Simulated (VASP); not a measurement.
# B9N8 (a cell with a defect) in VASP: a series of runs, part 2 of 2

VASP 6.6.1. The steps go on from the part before.

**5. Single point, revPBE, collinear spin**

File INCAR:

```
PREC = Accurate ; ENCUT = 520
EDIFF = 1E-6 ; ISMEAR = -1
SIGMA = 0.05 ; LREAL = Auto
LASPH = T ; NELM = 150
ALGO = Normal ; ISIF = 2
LWAVE = F ; LCHARG = T
ISPIN = 2 ; MAGMOM = 0 0 0 0 0 0 0 0.167 0.167 0 0.167 0.167 0 0.167 0 0 0.167
LORBIT = 11 ; GGA = RE
LELF = T ; LVHAR = T
NBANDS = 52
```

File KPOINTS:

```
Automatic mesh
0
Gamma
  2 2 2
  0.5 0.5 0.5
```

File POSCAR:

```
B9N8
1.0
    7.2115910000      0.0000000000      0.0000000000
    0.0000000000      3.6057950000      0.0000000000
    0.0000000000      0.0000000000      3.6057950000
B N
9 8
Direct
    0.9981910000      0.0047800000      0.0037260000
    0.4990700000      0.9982060000      0.0041710000
    0.2508300000      0.4953620000      0.9980450000
    0.7497080000      0.5137870000      0.0132020000
    0.2440390000      0.9975720000      0.4863220000
    0.7574440000      0.9822250000      0.5305080000
    0.0036250000      0.4910800000      0.4957720000
    0.4099120000      0.3169150000      0.4882620000
    0.5917380000      0.6788660000      0.4989170000
    0.1257220000      0.2425650000      0.2334470000
    0.6188460000      0.2503980000      0.2614950000
    0.3832950000      0.7514520000      0.2504960000
    0.8719730000      0.7566710000      0.2673100000
    0.3721000000      0.2623510000      0.7505960000
    0.8757910000      0.2498930000      0.7308500000
    0.1272110000      0.7509860000      0.7504990000
    0.6167840000      0.7412650000      0.7428290000
```

Potentials or basis: VASP PAW PBE potentials, release 64 (B, N).

The run is started by

```sh
> cat potpaw_PBE.64/B/POTCAR potpaw_PBE.64/N/POTCAR > POTCAR
> mpirun -np 1 vasp_std > vasp.out
```

OUTCAR:

```text
PREC = Accurate
   ENCUT = 520
   EDIFF = 1E-6
   ISMEAR = -1
   LREAL = Auto
   LASPH = T
   NELM = 150
   ISIF = 2
   ISPIN = 2
   LORBIT = 11
   GGA = RE

 ion  position               nearest neighbor table
   1  0.998  0.005  0.004-  10 1.51  15 1.59  13 1.59  16 1.59
   2  0.499  0.998  0.004-  12 1.51  11 1.56  17 1.57  14 1.61
   3  0.251  0.495  0.998-  14 1.51  10 1.54  16 1.56  12 1.61
   4  0.750  0.514  0.013-  13 1.54  17 1.59  11 1.61  15 1.66
   5  0.244  0.998  0.486-  10 1.53  16 1.55  12 1.59  14 1.63   8 1.66
   6  0.757  0.982  0.531-  15 1.48  13 1.50  17 1.54   9 1.62  11 1.70
   7  0.004  0.491  0.496-  15 1.52  10 1.57  13 1.58  16 1.59
   8  0.410  0.317  0.488-  14 1.00   5 1.66  11 1.73  12 1.80   9 1.85
   9  0.592  0.679  0.499-  17 0.93   6 1.62  12 1.77  11 1.78   8 1.85
  10  0.126  0.243  0.233-   1 1.51   5 1.53   3 1.54   7 1.57
  11  0.619  0.250  0.261-   2 1.56   4 1.61   6 1.70   8 1.73   9 1.78
  12  0.383  0.751  0.250-   2 1.51   5 1.59   3 1.61   9 1.77   8 1.80
  13  0.872  0.757  0.267-   6 1.50   4 1.54   7 1.58   1 1.59
  14  0.372  0.262  0.751-   8 1.00   3 1.51   2 1.61   5 1.63
  15  0.876  0.250  0.731-   6 1.48   7 1.52   1 1.59   4 1.66
  16  0.127  0.751  0.750-   5 1.55   3 1.56   7 1.59   1 1.59
[... 635 lines left out ...]
  energy-cutoff  :      520.00
  volume of cell :       93.76
      direct lattice vectors                 reciprocal lattice vectors
     7.211591000  0.000000000  0.000000000     0.138665656  0.000000000  0.000000000
     0.000000000  3.605795000  0.000000000     0.000000000  0.277331351  0.000000000
     0.000000000  0.000000000  3.605795000     0.000000000  0.000000000  0.277331351

 POSITION                                       TOTAL-FORCE (eV/Angst)
 -----------------------------------------------------------------------------------
      7.19855      0.01724      0.01344        -0.091102     -0.566786     -0.480745
      3.59909      3.59933      0.01504        -0.070190      0.815347      3.872092
      1.80888      1.78617      3.59875         0.175841      0.382717      1.837416
      5.40659      1.85261      0.04760        -0.691372     -1.035916      2.006085
      1.75991      3.59704      1.75358         0.611286     -0.774751     -2.319058
      5.46238      3.54170      1.91290        -0.338234      2.423548     -3.948384
[... 9 lines left out ...]
      0.91739      2.70790      2.70615        -1.051357     -0.816294     -0.092446
      4.44799      2.67285      2.67849        18.377482     20.693472     80.500206
 -----------------------------------------------------------------------------------
    total drift:                                0.001082      0.005705      0.005010

  FREE ENERGIE OF THE ION-ELECTRON SYSTEM (eV)
  ---------------------------------------------------
  free  energy   TOTEN  =      -103.7077048698 eV

  energy  without entropy=     -103.6928974928  energy(sigma->0) =     -103.70030118

 total charge

# of ion       s       p       d       tot
------------------------------------------
    1        0.681   1.351   0.000   2.032
    2        0.689   1.324   0.000   2.013
    3        0.684   1.361   0.000   2.045
    4        0.659   1.258   0.000   1.916
    5        0.678   1.384   0.000   2.063
    6        0.696   1.447   0.000   2.143
[... 9 lines left out ...]
   16        1.229   2.746   0.000   3.975
   17        1.391   3.209   0.000   4.600
--------------------------------------------------
tot         16.932  36.539   0.000  53.472

 magnetization (x)

# of ion       s       p       d       tot
------------------------------------------
    1        0.000   0.000   0.000   0.000
    2        0.000   0.000   0.000   0.000
    3        0.000   0.000   0.000   0.000
    4       -0.000  -0.000   0.000  -0.000
    5        0.000   0.000   0.000   0.000
    6        0.000  -0.000   0.000  -0.000
[... 9 lines left out ...]
   16       -0.000  -0.000   0.000  -0.000
   17       -0.000   0.000   0.000   0.000
--------------------------------------------------
tot          0.000   0.000   0.000   0.000
```

OSZICAR:

```text
N       E                     dE             d eps       ncg     rms          rms(c)
DAV:   1     0.299011238514E+03    0.29901E+03   -0.36069E+04   832   0.128E+03
DAV:   2    -0.100432593251E+03   -0.39944E+03   -0.38340E+03  1036   0.312E+02
DAV:   3    -0.118745105787E+03   -0.18313E+02   -0.18142E+02  1096   0.636E+01
DAV:   4    -0.118903361563E+03   -0.15826E+00   -0.15780E+00  1072   0.596E+00
DAV:   5    -0.118904948074E+03   -0.15865E-02   -0.15856E-02  1096   0.565E-01    0.252E+01
DAV:   6    -0.104620779540E+03    0.14284E+02   -0.27782E+01  1024   0.271E+01    0.119E+01
DAV:   7    -0.103823715512E+03    0.79706E+00   -0.74734E+00  1064   0.133E+01    0.620E+00
DAV:   8    -0.103705730952E+03    0.11798E+00   -0.56870E-01  1032   0.460E+00    0.197E+00
DAV:   9    -0.103707627818E+03   -0.18969E-02   -0.14244E-01  1024   0.211E+00    0.664E-01
DAV:  10    -0.103706662317E+03    0.96550E-03   -0.23556E-02  1072   0.814E-01    0.398E-01
DAV:  11    -0.103707369706E+03   -0.70739E-03   -0.53422E-03  1032   0.349E-01    0.179E-01
DAV:  12    -0.103707623135E+03   -0.25343E-03   -0.55867E-04   992   0.136E-01    0.585E-02
DAV:  13    -0.103707680338E+03   -0.57203E-04   -0.20467E-04  1080   0.684E-02    0.287E-02
DAV:  14    -0.103707701753E+03   -0.21415E-04   -0.24034E-05  1016   0.254E-02    0.147E-02
DAV:  15    -0.103707704296E+03   -0.25423E-05   -0.46695E-06  1032   0.131E-02    0.743E-03
DAV:  16    -0.103707704870E+03   -0.57424E-06   -0.37635E-06   880   0.999E-03
   1 F= -.10370770E+03 E0= -.10370030E+03  d E =-.148074E-01  mag=     0.0002
```

Run time: 36 s. Hardware: 1 thread of AMD EPYC 9R45 (Zen 5), shared host; peak memory 0.2 GiB.

Results:

* Free energy: -103.7077 eV
* Pressure: 113.0 GPa
* Largest force: 87.256 eV/Å
* Net moment: 0.00 μB per cell
* Valence electrons inside the program's atomic spheres: B 2.03, 2.01, 2.04, 1.92, 2.06, 2.14, 3.07, 3.30 (each value once); N 4.02, 3.87, 3.91, 3.99, 4.48, 4.00, 3.98, 4.60

Forces on the atoms (eV/Å):
```
B    -0.091  -0.567  -0.481
B    -0.070   0.815   3.872
B     0.176   0.383   1.837
B    -0.691  -1.036   2.006
B     0.611  -0.775  -2.319
B    -0.338   2.424  -3.948
B    -0.132   0.822  -0.384
B    16.213  11.410 -52.140
B   -19.699 -21.799 -82.161
N    -1.804   0.727   0.984
N     2.222   0.010  -0.213
N    -2.959  -1.138   0.714
N     2.758  -0.761  -2.095
N   -14.120 -11.254  50.434
N     0.599   0.862   3.484
N    -1.051  -0.816  -0.092
N    18.377  20.693  80.500
```

Stress tensor (GPa, compression positive):
```
 48.55  27.48   4.66
 27.48  60.06  17.20
  4.66  17.20 230.32
```

Levels at points of the mesh, in eV from the Fermi level:
Spin up:
```
           k point  band 29  band 30  band 31  band 32  band 33  band 34  band 35  band 36  band 37  band 38
(0.25, 0.25, 0.25)    -7.39    -6.99    -6.74    -5.84    -1.12     0.16     0.78     1.41     1.87     2.65
```
Spin down:
```csv
k point,band 31,band 32,band 33,band 34,band 35,band 36
"(0.25, 0.25, 0.25)",-6.74,-5.84,-1.12,0.16,0.78,1.41
```

Caveat: the k points lie up to 0.87 Å⁻¹ apart, too coarse for converged energies, forces and pressures; atoms lie so close that the PAW spheres overlap strongly, which falsifies energies and pressures; the PAW data sets were made with another functional, which shifts forces and pressure a little.

**6. Single point, PBEsol, collinear spin**

File INCAR:

```
ALGO = Normal ; EDIFF = 1E-7
ENCUT = 520 ; GGA = PS
ISIF = 2 ; ISMEAR = -1
ISPIN = 2 ; LASPH = True
LCHARG = True ; LELF = True
LORBIT = 11 ; LREAL = Auto
LVHAR = True ; LWAVE = False
MAGMOM = 0 0 0 0 0 0 0 0.167 0.167 0 0.167 0.167 0 0.167 0 0 0.167 ; NBANDS = 52
NELECT = 69.0 ; NELM = 150
PREC = Accurate ; SIGMA = 0.05
```

File KPOINTS:

```
k-points
0
Gamma
  2 2 2
```

POSCAR is that of step 5.

Potentials or basis: VASP PAW PBE potentials, release 64 (B, N).

The run is started by

```sh
> cat potpaw_PBE.64/B/POTCAR potpaw_PBE.64/N/POTCAR > POTCAR
> mpirun -np 1 vasp_std > vasp.out
```

Run time: 90 s. Hardware: 1 thread of AMD EPYC 9R45 (Zen 5), shared host; peak memory 0.22 GiB.

The run converged. Its results:

- Free energy: -91.2961 eV
- Largest force: 86.165 eV/Å
- Net moment: 0.00 μB per cell
- Valence electrons inside the program's atomic spheres: B 2.08, 2.10, 2.11, 2.00, 2.19, 3.16, 3.39 (each value once); N 4.04, 3.88, 3.93, 4.02, 4.48, 4.00, 3.99, 4.59

Forces in eV/Å, atoms in the order of the input:
```
B    -0.273  -0.310  -0.822
B    -0.146   0.994   3.052
B     0.209   1.241   1.513
B    -0.060  -1.760   1.608
B     0.947  -1.005  -2.345
B    -0.434   2.390  -3.013
B    -0.132   0.505  -0.036
B    15.890  11.118 -52.336
B   -18.853 -21.503 -81.281
N    -2.116   0.531   0.796
N     2.112   0.636   0.463
N    -2.981  -2.035   1.067
N     3.026  -0.501  -2.039
N   -13.214 -10.917  50.455
N     0.187   0.812   3.489
N    -0.671  -0.820   0.062
N    16.509  20.627  79.367
```

Levels at points of the mesh, in eV from the Fermi level:
Spin up:
```
           k point  band 30  band 31  band 32  band 33  band 34  band 35  band 36  band 37  band 38  band 39
(0.00, 0.00, 0.00)    -6.95    -6.92    -5.83    -3.56    -3.31    -1.77    -0.84    -0.27     0.34     1.00
(0.50, 0.00, 0.00)    -7.26    -7.04    -6.81    -2.97    -2.67    -0.85    -0.44    -0.19    -0.05     0.24
(0.00, 0.50, 0.00)    -8.46    -8.14    -7.35    -1.24    -0.07     0.41     0.76     1.66     2.30     2.41
(0.00, 0.00, 0.50)    -8.45    -8.30    -7.88    -1.63    -1.37     0.56     0.97     1.36     2.04     2.88
(0.50, 0.50, 0.00)    -8.64    -8.13    -7.18    -0.52     0.04     1.06     1.30     1.66     2.03     2.35
(0.50, 0.00, 0.50)    -8.52    -8.28    -7.83    -2.00    -0.61     1.02     1.29     1.80     2.31     2.43
(0.00, 0.50, 0.50)    -7.78    -7.53    -6.94    -0.50     0.12     0.73     0.94     1.18     2.93     3.45
(0.50, 0.50, 0.50)    -7.96    -7.70    -7.42    -0.43     0.13     0.71     1.06     1.51     2.93     3.50
```
Spin down:
| k point | band 30 | band 31 | band 32 | band 33 | band 34 | band 35 | band 36 | band 37 | band 38 | band 39 |
| --- | --- | --- | --- | --- | --- | --- | --- | --- | --- | --- |
| (0.00, 0.00, 0.00) | -6.95 | -6.92 | -5.83 | -3.56 | -3.31 | -1.77 | -0.84 | -0.27 | 0.34 | 1.00 |
| (0.50, 0.00, 0.00) | -7.26 | -7.04 | -6.81 | -2.96 | -2.67 | -0.85 | -0.44 | -0.19 | -0.05 | 0.24 |
| (0.00, 0.50, 0.00) | -8.46 | -8.14 | -7.35 | -1.24 | -0.07 | 0.41 | 0.76 | 1.66 | 2.30 | 2.41 |
| (0.00, 0.00, 0.50) | -8.45 | -8.30 | -7.88 | -1.63 | -1.37 | 0.56 | 0.97 | 1.36 | 2.04 | 2.88 |
| (0.50, 0.50, 0.00) | -8.64 | -8.13 | -7.18 | -0.52 | 0.04 | 1.06 | 1.30 | 1.66 | 2.03 | 2.35 |
| (0.50, 0.00, 0.50) | -8.52 | -8.28 | -7.83 | -2.00 | -0.61 | 1.02 | 1.29 | 1.80 | 2.31 | 2.43 |
| (0.00, 0.50, 0.50) | -7.78 | -7.53 | -6.94 | -0.50 | 0.12 | 0.73 | 0.94 | 1.18 | 2.93 | 3.45 |
| (0.50, 0.50, 0.50) | -7.96 | -7.70 | -7.42 | -0.43 | 0.13 | 0.71 | 1.06 | 1.51 | 2.93 | 3.50 |

Caveat: the k points lie up to 0.87 Å⁻¹ apart, too coarse for converged energies, forces and pressures; the cell carries a net charge on a neutralising background, which shifts energy and pressure; the cell is charged against a uniform background, so pressure and absolute levels hang on convention; atoms lie so close that the PAW spheres overlap strongly, which falsifies energies and pressures; the PAW data sets were made with another functional, which shifts forces and pressure a little.

**7. Overview**

```csv
level,k mesh,gap on the mesh (eV),pressure (GPa),moment (μB),largest force (eV/Å)
PBEsol,"1 × 1 × 1, shifted",-,114.3,1.00,84.99
PBEsol,"2 × 2 × 2, shifted",none,102.0,0.00,87.03
revPBE,"2 × 2 × 2, shifted",none,113.0,0.00,87.26
```

Alike in all rows: task single point; potentials or basis VASP PAW PBE potentials, release 64 (B, N); spin collinear; cell as given; cutoff (eV) 520; smearing fermi-dirac 0.05 eV.

Caveats: all runs use coarse meshes; atoms lie so close that the PAW spheres overlap strongly, which falsifies energies and pressures; the PAW data sets were made with another functional, which shifts forces and pressure a little.

Total energies depend on the potentials used, so only differences within one code and one set of settings carry meaning.
